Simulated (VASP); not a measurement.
Write the native input for VASP 6.6.1 that does the following.

* Task: single point
* Functional: r2SCAN
* Potentials or basis: VASP PAW PBE potentials, release 64 (Si)
* Cutoff: 520 eV
* k mesh: 6 × 6 × 6
* Occupations: gaussian, width 0.1 eV
* Spin: no spin polarisation
* Dipole correction: no
* Further INCAR settings: ALGO = Normal; EDIFF = 1e-06; NBANDS = 11

Si:

```
Si
1.0
     0.00000    2.71850    2.71850
     2.71850    0.00000    2.71850
     2.71850    2.71850    0.00000
Si
2
Direct
  0.50000 0.50000 0.50000
  0.75000 0.75000 0.75000
```

These files were run (other wordings do the same):

POSCAR

```
Si
1.0
    0.0000000000      2.7185000000      2.7185000000
    2.7185000000      0.0000000000      2.7185000000
    2.7185000000      2.7185000000      0.0000000000
Si
2
Direct
    0.5000000000      0.5000000000      0.5000000000
    0.7500000000      0.7500000000      0.7500000000
```

INCAR.step1

```
SYSTEM = Si
PREC = Accurate
ENCUT = 520
ISMEAR = 0
SIGMA = 0.1
LREAL = .FALSE.
LASPH = .TRUE.
NELM = 100
NBANDS = 11
GGA = PE
ALGO = Normal
EDIFF = 1E-4
LWAVE = .TRUE.
LCHARG = .FALSE.
```

INCAR.step2

```
SYSTEM = Si
PREC = Accurate
ENCUT = 520
EDIFF = 1E-6
ISMEAR = 0
SIGMA = 0.1
LREAL = .FALSE.
LASPH = .TRUE.
NELM = 100
ALGO = Normal
ISIF = 2
LWAVE = .FALSE.
LCHARG = .FALSE.
METAGGA = R2SCAN
LMIXTAU = .TRUE.
NBANDS = 11
ISTART = 1
```

KPOINTS

```
Automatic mesh
0
G
  6 6 6
  0 0 0
```

Potentials or basis: VASP PAW PBE potentials, release 64 (Si).

Run with:

```bash
$ cat potpaw_PBE.64/Si/POTCAR > POTCAR
$ cp INCAR.step1 INCAR
$ mpirun -np 1 vasp_std > vasp.out
$ cp INCAR.step2 INCAR
$ mpirun -np 1 vasp_std > vasp.out
```

Results of the run:

```yaml
Pressure: 0.2 GPa
Band_gap_on_the_k_mesh: 0.92 eV, indirect (least direct gap 2.76 eV)
```

Caveat: the PAW data sets were made with another functional, which shifts forces and pressure a little.

It took 26 s on 1 thread of Intel Xeon 6975P-C (shared host), peak memory 0.16 GiB.
